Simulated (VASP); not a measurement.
Input of a VASP 6.6.1 run:

File INCAR:

```
SYSTEM = GaP
PREC = Accurate ; ENCUT = 520
EDIFF = 1E-8 ; ISMEAR = -1
SIGMA = 0.08 ; LREAL = .False.
LASPH = .True. ; NELM = 100
ALGO = Normal ; ISIF = 2
LWAVE = .False. ; LCHARG = .False.
GGA = PS ; LEFG = .True.
NBANDS = 16
```

Contents of KPOINTS:

```
regular mesh
0
Gamma
  12 12 12
  0 0 0
```

Contents of POSCAR:

```
GaP
1.0
    0.0000000000      2.7343040532      2.7343040532
    2.7343040532      0.0000000000      2.7343040532
    2.7343040532      2.7343040532      0.0000000000
Ga P
1 1
Direct
    0.0000000000      0.0000000000      0.0000000000
    0.7500000000      0.7500000000      0.7500000000
```

Potentials or basis: VASP PAW PBE potentials, release 64 (Ga_d, P).

Run with:

```sh
$ cat potpaw_PBE.64/Ga_d/POTCAR potpaw_PBE.64/P/POTCAR > POTCAR
$ mpirun -np 1 vasp_std > vasp.out
```

(1) Estimate the band gap on the k mesh.

(2) What does it give for the pressure?

## Answers

(1) 1.49 eV, indirect (least direct gap 1.67 eV).

(2) -1.4 GPa.

Caveat: without QUAD_EFG the Cq values of the log hold for a quadrupole moment of 1 mb, not for the nuclei; the PAW data sets were made with another functional, which shifts forces and pressure a little.
